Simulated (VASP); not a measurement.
CsH3: relaxation of cell and atoms with PBE

The system is CsH3.

```
Cs H
1.0
    -0.10672   -0.04598   -5.63170
     3.95510   -7.07250    0.01930
   -11.70960   -6.98261   -0.28489
Cs H
2 6
Direct
  0.00693 0.50845 0.83728
  0.01193 0.00439 0.32807
  0.40693 0.99849 0.99734
  0.44459 0.50605 0.49561
  0.54826 0.98986 0.98716
  0.57892 0.50071 0.50724
  0.49138 0.50226 0.84394
  0.51106 0.98979 0.33670
```

| Item | Value |
| --- | --- |
| Program | VASP 6.6.1 |
| Task | relaxation of cell and atoms |
| Functional | PBE |
| Potentials or basis | VASP PAW PBE potentials, release 64 (Cs_sv, H) |
| Cutoff | 600 eV |
| k mesh | 4 × 2 × 1 |
| Occupations | gaussian, width 0.1 eV |
| Spin | no spin polarisation |
| Dipole correction | no |
| Further INCAR settings | ALGO = Normal; EDIFF = 1e-06; IBRION = 2; EDIFFG = -0.025; NSW = 80; ISIF = 3 |

```yaml
Relaxed_volume: 77.67 Å³/atom
Relaxed_cell: a = 5.607 Å, b = 8.121 Å, c = 13.666 Å, α = 88.44°, β = 87.39°, γ = 90.33°
Space_group_after_relaxing_to_0.1_Å: P1 (No. 1)
Energy_gained_by_relaxing: 9.3 meV/atom
Ionic_steps: 12
Pressure_after_relaxing: 0.0 GPa
Largest_force_after_relaxing: 0.022 eV/Å
Band_gap_on_the_k_mesh: 1.52 eV
```

Forces on the atoms (eV/Å):
```
Cs   0.016  0.001 -0.014
Cs   0.015 -0.006  0.000
H    0.001 -0.006 -0.018
H    0.013  0.002 -0.014
H   -0.002  0.006  0.022
H   -0.015 -0.002  0.013
H   -0.014  0.000  0.009
H   -0.015  0.005  0.003
```

Step by step:
```
step  energy change (eV)  largest force (eV/Å)  pressure (GPa)  volume (Å³)
   1              0.0000                1.6560           -0.19       621.66
   2              0.3191                5.7155            0.56       613.36
   3             -0.0673                0.1649            0.02       618.85
   4             -0.0672                0.1650            0.01       618.90
   5             -0.0689                0.1867            0.00       619.37
   6             -0.0689                0.1752            0.00       619.35
   7             -0.0702                0.1479            0.00       619.57
   8             -0.0730                0.0841            0.01       620.22
   9             -0.0741                0.1003            0.02       621.52
  10             -0.0744                0.0589            0.01       621.12
  11             -0.0745                0.0568            0.00       621.50
  12             -0.0745                0.0224            0.00       621.38
```

Final structure:
```
Cs H
1.0
    -0.11902   -0.04865   -5.60543
     3.96517   -7.08690    0.02446
   -11.73642   -6.99501   -0.31194
Cs H
2 6
Direct
  0.99929 0.50873 0.83694
  0.01194 0.00486 0.32786
  0.41152 0.99847 0.99712
  0.44729 0.50614 0.49550
  0.54347 0.98987 0.98739
  0.57625 0.50057 0.50737
  0.49931 0.50199 0.84424
  0.51092 0.98937 0.33692
```

Levels at points of the mesh, in eV from the valence-band top:
```tsv
k point	band 9	band 10	band 11	band 12	band 13	band 14	band 15	band 16
(0.00, 0.00, 0.00)	-7.49	-7.47	-1.04	-1.02	1.55	1.99	2.37	2.98
(0.50, 0.00, 0.00)	-7.48	-7.46	-0.01	0.00	1.52	2.10	2.71	2.77
(0.00, 0.50, 0.00)	-7.49	-7.47	-1.02	-1.02	1.95	1.99	2.45	2.48
(0.50, 0.50, 0.00)	-7.48	-7.46	-0.01	0.00	2.02	2.06	2.73	2.79
```

It took 25 min on 1 thread of AMD EPYC 7R43 64-Core Processor (Zen 3), on a shared host, peak memory 0.78 GiB.

Caveat: the k points lie up to 0.46 Å⁻¹ apart in the final cell; spin-orbit coupling is left out, which moves the levels of the heavy elements. A k mesh can miss the band edges.
